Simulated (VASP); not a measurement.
Wanted: the native input for a VASP 6.6.1 run.

| Item | Value |
| --- | --- |
| Task | single point |
| Functional | revPBE |
| Potentials or basis | VASP PAW PBE potentials, release 64 (Pd) |
| Cutoff | 500 eV |
| k mesh | 14 × 14 × 14 |
| Occupations | fermi-dirac, width 0.1 eV |
| Spin | no spin polarisation |
| Dipole correction | no |
| Further INCAR settings | ALGO = Normal; EDIFF = 1e-06; NBANDS = 11 |

The structure of Pd lies in POSCAR:

```
Pd
1.0
    0.0000000000      1.9869669267      1.9869669267
    1.9869669267      0.0000000000      1.9869669267
    1.9869669267      1.9869669267      0.0000000000
Pd
1
Direct
    0.0000000000      0.0000000000      0.0000000000
```

These files were run (other wordings do the same):

INCAR

```
ALGO     = Normal         # electronic algorithm
EDIFF    = 1E-6           # SCF threshold, eV
ENCUT    = 500            # plane-wave cutoff, eV
GGA      = RE             # functional
GGA_COMPAT= F            
ISIF     = 2              # what is computed and relaxed
ISMEAR   = -1             # smearing method
LASPH    = T              # aspherical terms in the spheres
LCHARG   = F              # write CHGCAR
LREAL    = F              # projectors in reciprocal space
LWAVE    = F              # write WAVECAR
NBANDS   = 11             # bands
NELM     = 120            # most SCF steps
PREC     = Accurate       # precision mode
SIGMA    = 0.1            # smearing width, eV
```

KPOINTS

```
k-points
0
Gamma
  14 14 14
```

Potentials or basis: VASP PAW PBE potentials, release 64 (Pd).

The run is started by

```sh
$ cat potpaw_PBE.64/Pd/POTCAR > POTCAR
$ mpirun -np 1 vasp_std > vasp.out
```

It gave:

| Quantity | Value |
| --- | --- |
| Pressure | -0.2 GPa |
| Band gap on the k mesh | zero (band 5 reaches 9.11 eV, above the bottom of band 6 at 7.68 eV) |

Caveat: the PAW data sets were made with another functional, which shifts forces and pressure a little.

It took 8.4 s on 1 thread of Intel(R) Xeon(R) 6975P-C (Granite Rapids), on a shared host, peak memory 0.13 GiB.
